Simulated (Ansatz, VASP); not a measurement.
Two plane-wave programs on Pb

```
Pb
1.0
     3.45591    0.00000    0.00000
    -1.72796    2.99291    0.00000
     0.00000    0.00000    5.78050
Pb
2
Direct
  0.33333 0.66667 0.25000
  0.66667 0.33333 0.75000
```

Alike in both runs: functional PBEsol; k mesh 12 × 12 × 8; occupations gaussian, width 0.1 eV; no spin polarisation.

Ansatz relaxed the structure, and its values are those at the end. VASP's run is a single point on that final structure, the one shown.

|  | VASP | Ansatz |
| --- | --- | --- |
| version | VASP 6.6.1 | Ansatz 0.2.0 |
| potentials or method | VASP PAW PBE potentials, release 64 (Pb_d), cutoff 520 eV | scalar-relativistic, plane waves, PAW |
| valence electrons in the cell | 28 | 28 |

VASP gave:

```
gap on the k mesh at the Fermi level (eV) : none
pressure (GPa)                            : -0.1
```

**Question.** Which values does Ansatz return?

**Answer.** gap on the k mesh at the Fermi level (eV): none; pressure (GPa): 0.0.

VASP's potentials were made for PBE, not for PBEsol. A gap of «none» marks a metal or a gap that the smearing closes.

Spin-orbit coupling is off throughout.
